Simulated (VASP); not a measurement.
Set up this calculation in VASP 6.6.1, as the native input.

| Quantity | Value |
| --- | --- |
| Task | electric field gradients |
| Functional | PBE |
| Potentials or basis | VASP PAW PBE potentials, release 64 (Ba_sv, S) |
| Cutoff | 520 eV |
| k mesh | 8 × 8 × 8 |
| Occupations | fermi-dirac, width 0.02 eV |
| Spin | no spin polarisation |
| Dipole correction | no |
| Further INCAR settings | ALGO = Normal; EDIFF = 1e-08; NBANDS = 15 |

The structure of BaS lies in POSCAR:

```
BaS
1.0
    0.0638750000      3.2256875000      3.2256875000
    3.2256875000      0.0638750000      3.2256875000
    3.2256875000      3.2256875000      0.0638750000
Ba S
1 1
Direct
    0.0000000000      0.0000000000      0.0000000000
    0.5000000000      0.5000000000      0.5000000000
```

This cell differs from its parent crystal: equal xy, yz and zx shear strains of +2 %.

The input as run:

INCAR

```
SYSTEM = BaS
PREC     = Accurate       ! precision mode
ENCUT    = 520            ! plane-wave cutoff, eV
EDIFF    = 1E-8           ! SCF threshold, eV
ISMEAR   = -1             ! smearing method
SIGMA    = 0.02           ! smearing width, eV
LREAL    = .False.        ! projectors in reciprocal space
LASPH    = .True.         ! aspherical terms in the spheres
NELM     = 80             ! most SCF steps
ALGO     = Normal         ! electronic algorithm
ISIF     = 2              ! what is computed and relaxed
LWAVE    = .False.        ! write WAVECAR
LCHARG   = .False.        ! write CHGCAR
GGA      = PE             ! functional
LEFG     = .True.       
NBANDS   = 15             ! bands
```

KPOINTS

```
regular mesh
0
Gamma
  8 8 8
  0 0 0
```

Potentials or basis: VASP PAW PBE potentials, release 64 (Ba_sv, S).

Launch:

```bash
$ cat potpaw_PBE.64/Ba_sv/POTCAR potpaw_PBE.64/S/POTCAR > POTCAR
$ mpirun -np 1 vasp_std > vasp.out
```

Results of the run:

| Item | Value |
| --- | --- |
| Pressure | 1.4 GPa |
| Band gap on the k mesh | 2.08 eV, indirect (least direct gap 2.21 eV) |

Caveat: the cell differs from its parent crystal (equal xy, yz and zx shear strains of +2 %); without QUAD_EFG the Cq values of the log hold for a quadrupole moment of 1 mb, not for the nuclei; spin-orbit coupling is left out, which moves the levels of the heavy elements.

Run time: 61 s on 1 thread of Intel(R) Xeon(R) Platinum 8259CL CPU @ 2.50GHz (Skylake/Cascade Lake), with other jobs on the host, peak memory 0.24 GiB.
